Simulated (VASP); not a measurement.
# TaN (P6_3mc) in VASP: a series of runs, part 2 of 3

VASP 6.6.1. The steps go on from the part before.

**4. Electric field gradients, LDA (equal xx and yy strain of -1 %)**

INCAR

```
SYSTEM = TaN
  PREC = Accurate
  ENCUT = 520
  EDIFF = 1E-8
  ISMEAR = -1
  SIGMA = 0.03
  LREAL = .FALSE.
  LASPH = .TRUE.
  NELM = 120
  ALGO = Normal
  ISIF = 2
  LWAVE = .FALSE.
  LCHARG = .FALSE.
  GGA = CA
  LEFG = .TRUE.
  NBANDS = 24
  GGA_COMPAT = .FALSE.
```

KPOINTS

```
Automatic mesh
0
G
  9 9 5
  0 0 0
```

POSCAR

```
TaN
1.0
    3.0195010796      0.0000000000      0.0000000000
   -1.5097505398      2.6149646417      0.0000000000
    0.0000000000      0.0000000000      4.9400000000
Ta N
2 2
Direct
    0.3333333333      0.6666666667      0.0000000000
    0.6666666667      0.3333333333      0.5000000000
    0.3333333333      0.6666666667      0.3850000000
    0.6666666667      0.3333333333      0.8850000000
```

Potentials or basis: VASP PAW LDA potentials, release 64 (Ta_pv, N).

On the command line:

```
> cat potpaw_LDA.64/Ta_pv/POTCAR potpaw_LDA.64/N/POTCAR > POTCAR
> mpirun -np 1 vasp_std > vasp.out
```

OUTCAR:

```text
SYSTEM = TaN
   PREC = Accurate
   ENCUT = 520
   EDIFF = 1E-8
   ISMEAR = -1
   LREAL = .FALSE.
   LASPH = .TRUE.
   NELM = 120
   ISIF = 2
   GGA = CA

 ion  position               nearest neighbor table
   1  0.333  0.667  0.000-   4 1.83   4 1.83   4 1.83   3 1.90   2 3.02   2 3.02   2 3.02   2 3.02
                             2 3.02   2 3.02
   2  0.667  0.333  0.500-   3 1.83   3 1.83   3 1.83   4 1.90   1 3.02   1 3.02   1 3.02   1 3.02
                             1 3.02   1 3.02
   3  0.333  0.667  0.385-   2 1.83   2 1.83   2 1.83   1 1.90
   4  0.667  0.333  0.885-   1 1.83   1 1.83   1 1.83   2 1.90

  LATTYP: Found a hexagonal cell.
 ALAT       =     3.0195010796
 C/A-ratio  =     1.6360318708

  Lattice vectors:

 A1 = (   3.0195010796,   0.0000000000,   0.0000000000)
 A2 = (  -1.5097505398,   2.6149646417,   0.0000000000)
 A3 = (   0.0000000000,   0.0000000000,   4.9400000000)

Analysis of symmetry for initial positions (statically):
=====================================================================
 Subroutine PRICEL returns:
 Original cell was already a primitive cell.

 Routine SETGRP: Setting up the symmetry group for a
 hexagonal supercell.

 Subroutine GETGRP returns: Found 12 space group operations
 (whereof  6 operations were pure point group operations)
 out of a pool of 24 trial point group operations.

The static configuration has the point symmetry C_3v.
 The point group associated with its full space group is C_6v.

Analysis of symmetry for dynamics (positions and initial velocities):
=====================================================================
 Subroutine PRICEL returns:
 Original cell was already a primitive cell.

 Routine SETGRP: Setting up the symmetry group for a
 hexagonal supercell.

 Subroutine GETGRP returns: Found 12 space group operations
 (whereof  6 operations were pure point group operations)
 out of a pool of 24 trial point group operations.

The dynamic configuration has the point symmetry C_3v.
 The point group associated with its full space group is C_6v.

 Subroutine INISYM returns: Found 12 space group operations
 (whereof  6 operations are pure point group operations),
 and found     1 'primitive' translations

----------------------------------------------------------------------------------------

                                     Primitive cell

  volume of cell :      39.0057

  direct lattice vectors                    reciprocal lattice vectors
     3.019501080  0.000000000  0.000000000     0.331180541  0.191207174  0.000000000
    -1.509750540  2.614964642  0.000000000     0.000000000  0.382414349  0.000000000
     0.000000000  0.000000000  4.940000000     0.000000000  0.000000000  0.202429150

  length of vectors
     3.019501080  3.019501080  4.940000000     0.382414349  0.382414349  0.202429150

  position of ions in fractional coordinates (direct lattice)
     0.333333333  0.666666667  0.000000000
     0.666666667  0.333333333  0.500000000
[... 95 lines left out ...]
   EFERMI =   0.00;   METHOD = LEGACY
   ISMEAR =    -1;   SIGMA  =   0.03  broadening in eV -4-tet -1-fermi 0-gaus
   EFERMI_NEDOS =   21; number of points for ismear=-14 and -15
   IALGO  =     38    algorithm
   IMIX   =      4    mixing-type and parameters
     AMIX     =   0.40;   BMIX     =  1.00
     AMIX_MAG =   1.60;   BMIX_MAG =  1.00
  volume/ion in A,a.u.               =       9.75        65.81
  Fermi-wavevector in a.u.,A,eV,Ry     =   1.532553  2.896105 31.956258  2.348719
  Thomas-Fermi vector in A             =   2.639743
   LORBIT       =      0    0 simple, 1 ext, 2 COOP (PROOUT), +10 PAW based schemes
   GGA     = CA    functional components
   LHFCALC =     F    Hartree Fock is set to
   AEXX    =    0.0000 exact exchange contribution
   IVDW    =     0    specifies the selected vdW correction
   LEPSILON=     F    determine dielectric tensor
   LRPA    =     F    only Hartree local field effects (RPA)
 non-spin polarized calculation
  energy-cutoff  :      520.00
  volume of cell :       39.01
 maximum number of plane-waves:      1087
 NGX is ok and might be reduce to    24
   NGX = 11   NGY = 11   NGZ = 19

 number of electron      31.9999996 magnetization

 Free energy of the ion-electron system (eV)
  ---------------------------------------------------
  ext. energy  EPLUGINS =         0.00000000
  ---------------------------------------------------
  free energy    TOTEN  =       -42.31004289 eV

  energy without entropy =      -42.30376248  energy(sigma->0) =      -42.30690269

 E-fermi :   9.8865     XC(G=0): -13.8775

 val. band max:        9.8770400145   @ k =   0.1111   0.1111   0.4000
 cond. band min:       9.8898919053   @ k =   0.1111   0.0000   0.4000
 fundamental gap:      0.0128518908
 Fermi energy:         9.8865366072

 k-point     1 :       0.0000    0.0000    0.0000
  band No.  band energies     occupation
      1     -26.0827      2.00000
      2     -24.9148      2.00000
      3     -24.9148      2.00000
      4     -24.7154      2.00000
      5     -24.7154      2.00000
      6     -24.6352      2.00000
[... 637 lines left out ...]
     23      17.8309      0.00000
     24      17.8309      0.00000

 [... further k-points ...]

------------------------ aborting loop because EDIFF is reached ----------------------------------------

  FORCE on cell =-STRESS in cart. coord.  units (eV):
  Direction    XX          YY          ZZ          XY          YZ          ZX
  --------------------------------------------------------------------------------------
  -------------------------------------------------------------------------------------
  Total       36.2676099     36.2676099     28.1190821      0.0000000      0.0000000      0.0000000
  in kB     1489.7094048   1489.7094048   1155.0047325      0.0000000      0.0000000      0.0000000
  external PRESSURE =    1378.1411807 kB  Pullay stress =       0.0000000 kB

 VOLUME and BASIS-vectors are now :
 -----------------------------------------------------------------------------
  energy-cutoff  :      520.00
  volume of cell :       39.01
      direct lattice vectors                 reciprocal lattice vectors
     3.019501080  0.000000000  0.000000000     0.331180541  0.191207174  0.000000000
    -1.509750540  2.614964642  0.000000000     0.000000000  0.382414349  0.000000000
     0.000000000  0.000000000  4.940000000     0.000000000  0.000000000  0.202429150

 POSITION                                       TOTAL-FORCE (eV/Angst)
 -----------------------------------------------------------------------------------
     -0.00000      1.74331      0.00000        -0.000000     -0.000000      2.850616
      1.50975      0.87165      2.47000        -0.000000      0.000000      2.850616
     -0.00000      1.74331      1.90190         0.000000     -0.000000     -2.850616
      1.50975      0.87165      4.37190        -0.000000      0.000000     -2.850616
 -----------------------------------------------------------------------------------
    total drift:                               -0.000000      0.000000      0.000815

  FREE ENERGIE OF THE ION-ELECTRON SYSTEM (eV)
  ---------------------------------------------------
  free  energy   TOTEN  =       -42.3100428931 eV

  energy  without entropy=      -42.3037624795  energy(sigma->0) =      -42.30690269

 Electric field gradients (V/A^2)
---------------------------------------------------------------------
 ion       V_xx      V_yy      V_zz      V_xy      V_xz      V_yz
---------------------------------------------------------------------
   1     -70.432   -70.432   140.863    -0.000     0.000    -0.000
   2     -70.432   -70.432   140.863    -0.000    -0.000     0.000
   3      -5.542    -5.542    11.083    -0.000     0.000    -0.000
   4      -5.542    -5.542    11.083    -0.000    -0.000     0.000
---------------------------------------------------------------------

 Electric field gradients after diagonalization (V/A^2)
 (convention: |V_zz| > |V_xx| > |V_yy|)
----------------------------------------------------------------------
 ion       V_xx      V_yy      V_zz     asymmetry (V_yy - V_xx)/ V_zz
----------------------------------------------------------------------
   1     -70.432   -70.431   140.863       0.000
   2     -70.432   -70.431   140.863       0.000
   3      -5.542    -5.542    11.083       0.000
   4      -5.542    -5.542    11.083       0.000
----------------------------------------------------------------------

           NMR quadrupolar parameters

 Cq : quadrupolar parameter    Cq=e*Q*V_zz/h
 eta: asymmetry parameters     (V_yy - V_xx)/ V_zz
 Q  : nuclear electric quadrupole moment in mb (millibarn)
----------------------------------------------------------------------
 ion       Cq(MHz)       eta       Q (mb)
----------------------------------------------------------------------
   1       0.341       0.000       1.000
   2       0.341       0.000       1.000
   3       0.027       0.000       1.000
   4       0.027       0.000       1.000
----------------------------------------------------------------------
```

stdout:

```text
POSCAR found type information on POSCAR TaN
 POSCAR found :  2 types and       4 ions
 scaLAPACK will be used
 LDA part: xc-table for (Slater(with rela. corr.)+CA(PZ))
 , standard interpolation
 POSCAR, INCAR and KPOINTS ok, starting setup
 FFT: planning ... GRIDC
 FFT: planning ... GRID_SOFT
 FFT: planning ... GRID
 WAVECAR not read
 entering main loop
ion   1

ion   2

ion   3

ion   4
```

Run time: 11 s. Hardware: 1 thread of Intel Xeon 6975P-C (Granite Rapids), shared host; peak memory 0.16 GiB.

Results:

```yaml
Free_energy: -42.3100 eV
Pressure: 137.8 GPa
Largest_force: 2.851 eV/Å
Band_gap_on_the_k_mesh: zero (bands 16 and 17 overlap by 2.27 eV)
Largest_electric_field_gradient_by_atom: Ta +140.9; N +11.1 V/Å²
```

Forces in eV/Å, atoms in the order of the input:
```
Ta   0.000  0.000  2.851
Ta   0.000  0.000  2.851
N    0.000  0.000 -2.851
N    0.000  0.000 -2.851
```

Electric field gradients, principal values (V/Å²):
```csv
atom,least,middle,greatest (by size)
1 Ta,-70.431,-70.432,140.863
2 Ta,-70.431,-70.432,140.863
3 N,-5.542,-5.542,11.083
4 N,-5.542,-5.542,11.083
```

Caveat: the cell differs from its parent crystal (equal xx and yy strain of -1 %); the cell stands under pressure; without QUAD_EFG the Cq values of the log hold for a quadrupole moment of 1 mb, not for the nuclei; spin-orbit coupling is left out, which moves the levels of the heavy elements; forces of over 1 eV/Å act on the atoms, so gaps and moduli don't describe the material at rest.

[end of part 2 of 3]
